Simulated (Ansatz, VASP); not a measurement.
One calculation of LiCl, two programs

The input INCAR:

```
SYSTEM = LiCl
  PREC = Accurate
  ENCUT = 520
  EDIFF = 1E-6
  ISMEAR = 0
  SIGMA = 0.05
  LREAL = .FALSE.
  LASPH = .TRUE.
  NELM = 60
  ALGO = Normal
  ISIF = 2
  LWAVE = .FALSE.
  LCHARG = .FALSE.
  GGA = CA
  NBANDS = 12
```

The input KPOINTS:

```
regular mesh
0
G
  8 8 8
  0 0 0
```

POSCAR

```
LiCl
1.0
    0.0000000000      2.5006410000      2.4365220000
    2.5006410000      0.0000000000      2.4365220000
    2.5006410000      2.5006410000      0.0000000000
Li Cl
1 1
Direct
    0.0000000000      0.0000000000      0.0000000000
    0.5000000000      0.5000000000      0.5000000000
```

Input for Ansatz:

```yaml
crystal:
  lattice:
    - [0.0, 2.500641, 2.436522]
    - [2.500641, 0.0, 2.436522]
    - [2.500641, 2.500641, 0.0]
  atoms:
    - { symbol: Li, position: [0.0, 0.0, 0.0] }
    - { symbol: Cl, position: [0.5, 0.5, 0.5] }
basis:
  ecutwfc: 420
kpoints:
  mp_grid: { grid: [8, 8, 8] }
hamiltonian:
  xc: lda
scf:
  occupations: { method: gaussian, width: 0.05 }
output:
  forces: true
  stress: true
  eigenvalues: true
```

Change from the starting cell: strain -0.025 along x and y, -0.050 along z, atoms carried along.

Alike in both runs: task single point; functional LDA; k mesh 8 × 8 × 8; occupations gaussian, width 0.05 eV; no spin polarisation.

|  | VASP | Ansatz |
| --- | --- | --- |
| version | VASP 6.6.1 | Ansatz 0.2.0 |
| potentials or method | VASP PAW LDA potentials, release 64 (Li_sv, Cl), cutoff 520 eV | scalar-relativistic, plane waves, PAW |
| valence electrons in the cell | 10 | 10 |

Ansatz gave:

- gap on the k mesh at the Fermi level (eV): 6.46
- least direct gap on the mesh (eV): 6.59

Which values does VASP return?

gap on the k mesh at the Fermi level (eV): 6.48; least direct gap on the mesh (eV): 6.61.

LDA's correlation is that of Perdew and Zunger in VASP and of Perdew and Wang (1992) in Ansatz.

Noted on VASP's run: the cutoff is short for stress, so the pressure is rough.
